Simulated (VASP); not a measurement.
A run of VASP 6.6.1 is set up as follows.

File INCAR:

```
SYSTEM = Si2W
  PREC = Accurate
  ENCUT = 520
  EDIFF = 1E-6
  ISMEAR = 0
  SIGMA = 0.03
  LREAL = .False.
  LASPH = .True.
  NELM = 80
  ALGO = Normal
  ISIF = 2
  LWAVE = .False.
  LCHARG = .False.
  NBANDS = 43
```

Contents of KPOINTS:

```
regular mesh
0
Gamma
  9 9 6
  0 0 0
```

The input POSCAR:

```
Si2W
1.0
    4.4733451149      0.0000000000      0.0000000000
   -2.2366725575      3.8740305094      0.0000000000
    0.0000000000      0.0000000000      6.7985899057
Si W
6 3
Direct
    0.8255546399      0.6511092798      0.5000000000
    0.1744453601      0.8255546399      0.8333333333
    0.6511092798      0.8255546399      0.1666666667
    0.1744453601      0.3488907202      0.5000000000
    0.8255546399      0.1744453601      0.8333333333
    0.3488907202      0.1744453601      0.1666666667
    0.0000000000      0.5000000000      0.1666666667
    0.5000000000      0.5000000000      0.8333333333
    0.5000000000      0.0000000000      0.5000000000
```

Potentials or basis: VASP PAW LDA potentials, release 64 (Si, W_sv).

Run with:

```sh
$ cat potpaw_LDA.64/Si/POTCAR potpaw_LDA.64/W_sv/POTCAR > POTCAR
$ mpirun -np 1 vasp_std > vasp.out
```

(1) Estimate the largest force.

(2) Predict the band gap on the k mesh.

Results:

(1) 1.452 eV/Å.

(2) 0.42 eV (least direct gap 0.86 eV).

Caveat: spin-orbit coupling is left out, which moves the levels of the heavy elements; an odd mesh through Γ misses points on the zone boundary, where band edges can lie; forces of over 1 eV/Å act on the atoms, so gaps and moduli don't describe the material at rest.
